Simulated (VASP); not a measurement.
# Os (Pm-3m) in VASP: notebook, part 2 of 2

VASP 6.6.1.

**4. Single point, LDA (volume scaled by 0.68, source ansatz)**

INCAR reads:

```
SYSTEM = Os
PREC = Accurate ; ENCUT = 520
EDIFF = 1E-7 ; ISMEAR = -1
SIGMA = 0.05 ; LREAL = .FALSE.
LASPH = .TRUE. ; NELM = 100
ALGO = Normal ; ISIF = 2
LWAVE = .FALSE. ; LCHARG = .FALSE.
GGA = CA ; NBANDS = 10
```

KPOINTS reads:

```
regular mesh
0
G
  17 17 17
  0 0 0
```

POSCAR reads:

```
Os
1.0
    2.2131537804      0.0000000000      0.0000000000
    0.0000000000      2.2131537804      0.0000000000
    0.0000000000      0.0000000000      2.2131537804
Os
1
Direct
    0.0000000000      0.0000000000      0.0000000000
```

Potentials or basis: VASP PAW LDA potentials, release 64 (Os).

Launch:

```bash
> cat potpaw_LDA.64/Os/POTCAR > POTCAR
> mpirun -np 1 vasp_std > vasp.out
```

OUTCAR:

```text
SYSTEM = Os
   PREC = Accurate
   ENCUT = 520
   EDIFF = 1E-7
   ISMEAR = -1
   LREAL = .FALSE.
   LASPH = .TRUE.
   NELM = 100
   ISIF = 2
   GGA = CA

 ion  position               nearest neighbor table
   1  0.000  0.000  0.000-

  LATTYP: Found a simple cubic cell.
 ALAT       =     2.2131537804

  Lattice vectors:

 A1 = (   2.2131537804,   0.0000000000,   0.0000000000)
 A2 = (   0.0000000000,   2.2131537804,   0.0000000000)
 A3 = (   0.0000000000,   0.0000000000,   2.2131537804)

Analysis of symmetry for initial positions (statically):
=====================================================================
 Subroutine PRICEL returns:
 Original cell was already a primitive cell.

 Routine SETGRP: Setting up the symmetry group for a
 simple cubic supercell.

 Subroutine GETGRP returns: Found 48 space group operations
 (whereof 48 operations were pure point group operations)
 out of a pool of 48 trial point group operations.

The static configuration has the point symmetry O_h .

Analysis of symmetry for dynamics (positions and initial velocities):
=====================================================================
 Subroutine PRICEL returns:
 Original cell was already a primitive cell.

 Routine SETGRP: Setting up the symmetry group for a
 simple cubic supercell.

 Subroutine GETGRP returns: Found 48 space group operations
 (whereof 48 operations were pure point group operations)
 out of a pool of 48 trial point group operations.

The dynamic configuration has the point symmetry O_h .

 Subroutine INISYM returns: Found 48 space group operations
 (whereof 48 operations are pure point group operations),
 and found     1 'primitive' translations

----------------------------------------------------------------------------------------

                                     Primitive cell

  volume of cell :      10.8401

  direct lattice vectors                    reciprocal lattice vectors
     2.213153780  0.000000000  0.000000000     0.451843884  0.000000000  0.000000000
     0.000000000  2.213153780  0.000000000     0.000000000  0.451843884  0.000000000
     0.000000000  0.000000000  2.213153780     0.000000000  0.000000000  0.451843884

  length of vectors
     2.213153780  2.213153780  2.213153780     0.451843884  0.451843884  0.451843884

  position of ions in fractional coordinates (direct lattice)
     0.000000000  0.000000000  0.000000000

  ion indices of the primitive-cell ions
   primitive index   ion index
                 1           1

----------------------------------------------------------------------------------------

 KPOINTS: regular mesh

Automatic generation of k-mesh.
 Grid dimensions read from file:
 generate k-points for:   17   17   17

 Generating k-lattice:

  Cartesian coordinates                     Fractional coordinates (reciprocal lattice)
     0.026579052  0.000000000  0.000000000     0.058823529  0.000000000  0.000000000
     0.000000000  0.026579052  0.000000000     0.000000000  0.058823529  0.000000000
     0.000000000  0.000000000  0.026579052     0.000000000  0.000000000  0.058823529

  Length of vectors
     0.026579052  0.026579052  0.026579052

  Shift w.r.t. Gamma in fractional coordinates (k-lattice)
     0.000000000  0.000000000  0.000000000

 Subroutine IBZKPT returns following result:
 ===========================================

 Found    165 irreducible k-points:

 Following reciprocal coordinates:
            Coordinates               Weight
  0.000000  0.000000  0.000000      1.000000
  0.058824  0.000000  0.000000      6.000000
  0.117647  0.000000  0.000000      6.000000
  0.176471  0.000000  0.000000      6.000000
  0.235294  0.000000  0.000000      6.000000
  0.294118  0.000000  0.000000      6.000000
[... 16 lines left out ...]
  0.411765  0.117647  0.000000     24.000000
  0.470588  0.117647  0.000000     24.000000
 [... further k-points ...]
   k-points           NKPTS =    165   k-points in BZ     NKDIM =    165   number of bands    NBANDS=     10
   number of dos      NEDOS =    301   number of ions     NIONS =      1
   total plane-waves  NPLWV =   4096
   dimension x,y,z NGX =    16 NGY =   16 NGZ =   16
   dimension x,y,z NGXF=    32 NGYF=   32 NGZF=   32
   ions per type =               1
   NGX,Y,Z   is equivalent  to a cutoff of  12.02, 12.02, 12.02 a.u.
   NGXF,Y,Z  is equivalent  to a cutoff of  24.04, 24.04, 24.04 a.u.
 SYSTEM =  Os
   PREC   = accura    normal or accurate (medium, high low for compatibility)
   ISTART =      0    job   : 0-new  1-cont  2-samecut
   ICHARG =      2    charge: 1-file 2-atom 10-const
   ISPIN  =      1    spin polarized calculation?
   LNONCOLLINEAR =      F non collinear calculations
   LSORBIT =      F    spin-orbit coupling
   LASPH  =      T    aspherical Exc in radial PAW
   ENCUT  =  520.0 eV  38.22 Ry    6.18 a.u.   4.11  4.11  4.11*2*pi/ulx,y,z
   NELM   =    100;   NELMIN=  2; NELMDL= -5     # of ELM steps
   EDIFF  = 0.1E-06   stopping-criterion for ELM
   LREAL  =      F    real-space projection
   EDIFFG = 0.1E-05   stopping-criterion for IOM
   NSW    =      0    number of steps for IOM
   IBRION =     -1    ionic relax: 0-MD 1-quasi-New 2-CG
   NFREE  =      0    steps in history (QN), initial steepest desc. (CG)
   ISIF   =      2    stress and relaxation
   ISYM   =      2    0-nonsym 1-usesym 2-fastsym
   POTIM  = 0.5000    time-step for ionic-motion
   TEBEG  =    0.0;   TEEND  =   0.0 temperature during run
   PSTRESS=    0.0 pullay stress
   NELECT =       8.0000    total number of electrons
   NUPDOWN=      -1.0000    fix difference up-down
   EMIN   =  10.00;   EMAX   =-10.00  energy-range for DOS
   EFERMI =   0.00;   METHOD = LEGACY
   ISMEAR =    -1;   SIGMA  =   0.05  broadening in eV -4-tet -1-fermi 0-gaus
   EFERMI_NEDOS =   21; number of points for ismear=-14 and -15
   IALGO  =     38    algorithm
   IMIX   =      4    mixing-type and parameters
     AMIX     =   0.40;   BMIX     =  1.00
     AMIX_MAG =   1.60;   BMIX_MAG =  1.00
  volume/ion in A,a.u.               =      10.84        73.15
  Fermi-wavevector in a.u.,A,eV,Ry     =   1.479426  2.795710 29.779087  2.188701
  Thomas-Fermi vector in A             =   2.593585
   LORBIT       =      0    0 simple, 1 ext, 2 COOP (PROOUT), +10 PAW based schemes
   GGA     = CA    functional components
   LHFCALC =     F    Hartree Fock is set to
   AEXX    =    0.0000 exact exchange contribution
   IVDW    =     0    specifies the selected vdW correction
   LEPSILON=     F    determine dielectric tensor
   LRPA    =     F    only Hartree local field effects (RPA)
 non-spin polarized calculation
  energy-cutoff  :      520.00
  volume of cell :       10.84
 maximum number of plane-waves:       303
   NGX =  9   NGY =  9   NGZ =  9

 number of electron       8.0000003 magnetization

 Free energy of the ion-electron system (eV)
  ---------------------------------------------------
  ext. energy  EPLUGINS =         0.00000000
  ---------------------------------------------------
  free energy    TOTEN  =        -7.85816811 eV

  energy without entropy =       -7.85212667  energy(sigma->0) =       -7.85514739

 E-fermi :  14.2393     XC(G=0): -15.4756

 val. band max:       14.2367757530   @ k =   0.2353   0.1765   0.1176
 cond. band min:      14.2481179776   @ k =   0.2941   0.1765   0.0588
 fundamental gap:      0.0113422245
 Fermi energy:        14.2393363205

 k-point     1 :       0.0000    0.0000    0.0000
  band No.  band energies     occupation
      1       0.9244      2.00000
      2       3.6474      2.00000
      3       3.6474      2.00000
      4      18.6218      0.00000
      5      18.6218      0.00000
      6      18.6218      0.00000
      7      33.2077      0.00000
      8      33.2077      0.00000
      9      33.2077      0.00000
     10      41.9105      0.00000

 k-point     2 :       0.0588    0.0000    0.0000
  band No.  band energies     occupation
      1       1.1060      2.00000
      2       3.6933      2.00000
      3       3.8920      2.00000
      4      18.2767      0.00000
      5      18.2767      0.00000
      6      18.6459      0.00000
      7      32.3047      0.00000
      8      33.6181      0.00000
      9      33.6181      0.00000
     10      42.3669      0.00000
[... 274 lines left out ...]
 k-point    24 :       0.4706    0.1176    0.0000
  band No.  band energies     occupation
      1       5.3244      2.00000
      2       6.5555      2.00000
      3       8.5469      2.00000
      4      12.2111      2.00000
      5      15.2029      0.00000
      6      18.3125      0.00000
      7      26.7878      0.00000
      8      31.2967      0.00000
      9      38.2781      0.00000
     10      40.0628      0.00000

 [... further k-points ...]
[... 5 lines left out ...]
  --------------------------------------------------------------------------------------
  -------------------------------------------------------------------------------------
  Total       19.2014851     19.2014851     19.2014851     -0.0000000      0.0000000     -0.0000000
  in kB     2837.9884686   2837.9884686   2837.9884686     -0.0000000      0.0000000     -0.0000000
  external PRESSURE =    2837.9884686 kB  Pullay stress =       0.0000000 kB

 VOLUME and BASIS-vectors are now :
 -----------------------------------------------------------------------------
  energy-cutoff  :      520.00
  volume of cell :       10.84
      direct lattice vectors                 reciprocal lattice vectors
     2.213153780  0.000000000  0.000000000     0.451843884  0.000000000  0.000000000
     0.000000000  2.213153780  0.000000000     0.000000000  0.451843884  0.000000000
     0.000000000  0.000000000  2.213153780     0.000000000  0.000000000  0.451843884

 POSITION                                       TOTAL-FORCE (eV/Angst)
 -----------------------------------------------------------------------------------
      0.00000      0.00000      0.00000         0.000000      0.000000      0.000000
 -----------------------------------------------------------------------------------
    total drift:                                0.000000      0.000000     -0.000000

  FREE ENERGIE OF THE ION-ELECTRON SYSTEM (eV)
  ---------------------------------------------------
  free  energy   TOTEN  =        -7.8581681130 eV

  energy  without entropy=       -7.8521266690  energy(sigma->0) =       -7.85514739
```

OSZICAR:

```text
N       E                     dE             d eps       ncg     rms          rms(c)
DAV:   1     0.465520889599E+02    0.46552E+02   -0.43956E+03  3308   0.768E+02
DAV:   2    -0.741998452138E+01   -0.53972E+02   -0.52067E+02  3474   0.228E+02
DAV:   3    -0.837837662056E+01   -0.95839E+00   -0.95535E+00  3914   0.276E+01
DAV:   4    -0.838033519391E+01   -0.19586E-02   -0.19583E-02  3728   0.145E+00
DAV:   5    -0.838034069464E+01   -0.55007E-05   -0.55015E-05  3736   0.659E-02    0.399E+01
DAV:   6    -0.803414036061E+01    0.34620E+00   -0.63529E-02  3502   0.158E+00    0.236E+01
DAV:   7    -0.785816485740E+01    0.17598E+00   -0.10969E-01  3396   0.215E+00    0.678E-01
DAV:   8    -0.785823517957E+01   -0.70322E-04   -0.24857E-03  3768   0.394E-01    0.173E-01
DAV:   9    -0.785818112922E+01    0.54050E-04   -0.83985E-05  3704   0.742E-02    0.395E-02
DAV:  10    -0.785816806480E+01    0.13064E-04   -0.10507E-05  3712   0.462E-02    0.126E-02
DAV:  11    -0.785816811304E+01   -0.48243E-07   -0.60253E-08  2654   0.272E-03
   1 F= -.78581681E+01 E0= -.78551474E+01  d E =-.604144E-02
```

stdout:

```text
POSCAR found type information on POSCAR Os
 POSCAR found :  1 types and       1 ions
 scaLAPACK will be used
 LDA part: xc-table for (Slater(with rela. corr.)+CA(PZ))
 , standard interpolation
 POSCAR, INCAR and KPOINTS ok, starting setup
 FFT: planning ... GRIDC
 FFT: planning ... GRID_SOFT
 FFT: planning ... GRID
 WAVECAR not read
 entering main loop
```

Wall time 5 s (1 thread of AMD EPYC 9R45 (Zen 5), shared host); peak memory 0.09 GiB.

What came out:

```
Free energy            : -7.8582 eV
Pressure               : 283.8 GPa
Band gap on the k mesh : zero (band 4 reaches 20.90 eV, above the bottom of band 5 at 12.00 eV)
```

Levels at points of the mesh, in eV from the Fermi level:
```csv
k point,band 2,band 3,band 4,band 5,band 6,band 7
"(0.00, 0.00, 0.00)",-10.59,-10.59,4.38,4.38,4.38,18.97
```

Caveat: spin-orbit coupling is left out, which moves the levels of the heavy elements.

**5. Single point, LDA (volume scaled by 0.76)**

INCAR reads:

```
SYSTEM = Os
  PREC = Accurate
  ENCUT = 520
  EDIFF = 1E-6
  ISMEAR = -1
  SIGMA = 0.05
  LREAL = .False.
  LASPH = .True.
  NELM = 60
  ALGO = Normal
  ISIF = 2
  LWAVE = .False.
  LCHARG = .False.
  GGA = CA
  NBANDS = 10
```

KPOINTS reads:

```
regular mesh
0
Gamma
  17 17 17
  0 0 0
```

POSCAR reads:

```
Os
1.0
    2.2967469677      0.0000000000      0.0000000000
    0.0000000000      2.2967469677      0.0000000000
    0.0000000000      0.0000000000      2.2967469677
Os
1
Direct
    0.0000000000      0.0000000000      0.0000000000
```

Launch:

```bash
> cat potpaw_LDA.64/Os/POTCAR > POTCAR
> mpirun -np 1 vasp_std > vasp.out
```

Wall time 7 s (1 thread of AMD EPYC 9R45 (Zen 5), shared host); peak memory 0.1 GiB.

The run converged. Its results:

* Free energy: -9.5815 eV
* Pressure: 158.9 GPa
* Band gap on the k mesh: zero (band 4 reaches 19.10 eV, above the bottom of band 5 at 10.29 eV)

Levels at points of the mesh, in eV from the Fermi level:
| k point | band 2 | band 3 | band 4 | band 5 | band 6 | band 7 |
| --- | --- | --- | --- | --- | --- | --- |
| (0.00, 0.00, 0.00) | -9.18 | -9.18 | 3.71 | 3.71 | 3.71 | 17.98 |

Caveat: spin-orbit coupling is left out, which moves the levels of the heavy elements.

**6. Single point, LDA (volume scaled by 0.76)**

INCAR reads:

```
SYSTEM = Os
PREC = Accurate ; ENCUT = 520
EDIFF = 1E-6 ; ISMEAR = -1
SIGMA = 0.05 ; LREAL = .FALSE.
LASPH = .TRUE. ; NELM = 100
ALGO = Normal ; ISIF = 2
LWAVE = .FALSE. ; LCHARG = .TRUE.
LELF = .TRUE. ; LVHAR = .TRUE.
NBANDS = 10
```

KPOINTS reads:

```
regular mesh
0
G
  17 17 17
  0 0 0
```

POSCAR is that of step 5.

Potentials or basis: VASP PAW LDA potentials, release 64 (Os).

Launch:

```bash
> cat potpaw_LDA.64/Os/POTCAR > POTCAR
> mpirun -np 1 vasp_std > vasp.out
```

Wall time 7.4 s (1 thread of AMD EPYC 9R45 (Zen 5), shared host); peak memory 0.1 GiB.

Results (log left out):

```
Free energy            : -9.5815 eV
Pressure               : 158.9 GPa
Band gap on the k mesh : zero (band 4 reaches 19.10 eV, above the bottom of band 5 at 10.29 eV)
```

Levels at points of the mesh, in eV from the Fermi level:
| k point | band 1 | band 2 | band 3 | band 4 | band 5 | band 6 | band 7 | band 8 |
| --- | --- | --- | --- | --- | --- | --- | --- | --- |
| (0.00, 0.00, 0.00) | -12.28 | -9.18 | -9.18 | 3.71 | 3.71 | 3.71 | 17.98 | 17.98 |

Caveat: spin-orbit coupling is left out, which moves the levels of the heavy elements.
